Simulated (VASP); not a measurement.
Write the native input for VASP 6.6.1 that does the following.

| Quantity | Value |
| --- | --- |
| Task | relaxation of cell and atoms |
| Functional | PBEsol |
| Potentials or basis | VASP PAW PBE potentials, release 64 (Ni) |
| Cutoff | 600 eV |
| k mesh | 14 × 14 × 14 |
| Occupations | fermi-dirac, width 0.1 eV |
| Spin | collinear spin, ferromagnetic start |
| Starting moments | [1.0, 1.0] μB |
| Target pressure | -2.2 GPa |
| Dipole correction | no |
| Further INCAR settings | ALGO = Normal; EDIFF = 1e-07; IBRION = 2; EDIFFG = -0.005; NSW = 32; ISIF = 3 |

The structure of Ni lies in POSCAR:

```
Ni
1.0
    0.0000000000      2.5239073420      2.5239073420
    2.5239073420      0.0000000000      2.5239073420
    2.5239073420      2.5239073420      0.0000000000
Ni
2
Direct
   -0.1250000000     -0.1250000000     -0.1250000000
    0.1250000000      0.1250000000      0.1250000000
```

These files were run (other wordings do the same):

INCAR

```
PREC     = Accurate       # precision mode
ENCUT    = 600            # plane-wave cutoff, eV
EDIFF    = 1E-7           # SCF threshold, eV
ISMEAR   = -1             # smearing method
SIGMA    = 0.1            # smearing width, eV
LREAL    = F              # projectors in reciprocal space
LASPH    = T              # aspherical terms in the spheres
NELM     = 150            # most SCF steps
ALGO     = Normal         # electronic algorithm
ISIF     = 3              # what is computed and relaxed
LWAVE    = F              # write WAVECAR
LCHARG   = F              # write CHGCAR
ISPIN    = 2              # spin polarisation
MAGMOM   = 1 1            # initial moments
LORBIT   = 11             # projections on sites
LMAXMIX  = 4              # l up to which the mixer works
GGA      = PS             # functional
IBRION   = 2              # ionic algorithm
NSW      = 32             # ionic steps
EDIFFG   = -0.005         # ionic threshold
PSTRESS  = -22.0
```

KPOINTS

```
regular mesh
0
Gamma
  14 14 14
```

Potentials or basis: VASP PAW PBE potentials, release 64 (Ni).

Launch:

```bash
$ cat potpaw_PBE.64/Ni/POTCAR > POTCAR
$ mpirun -np 1 vasp_std > vasp.out
```

Results of the run:

The relaxed volume is 16.05 Å³/atom. The relaxed cell is a = 3.567 Å, b = 3.567 Å, c = 3.567 Å, α = 60.00°, β = 60.00°, γ = 60.00°. The space group after relaxing (to 0.05 Å) is Fd-3m (No. 227), the energy change on relaxing (the enthalpy is what falls) is -0.4 meV/atom and the ionic steps are 2. The pressure after relaxing is -2.2 GPa. The net moment is 1.56 μB per cell, the site moments are Ni +0.78 μB and the valence electrons inside the program's atomic spheres are Ni 9.26.

Caveat: the cell is relaxed towards a set pressure, so the enthalpy falls and the energy may rise; the PAW data sets were made with another functional, which shifts forces and pressure a little.

Run time: 90 s on 1 thread of Intel(R) Xeon(R) 6975P-C (Granite Rapids), with other jobs on the host, peak memory 0.24 GiB.
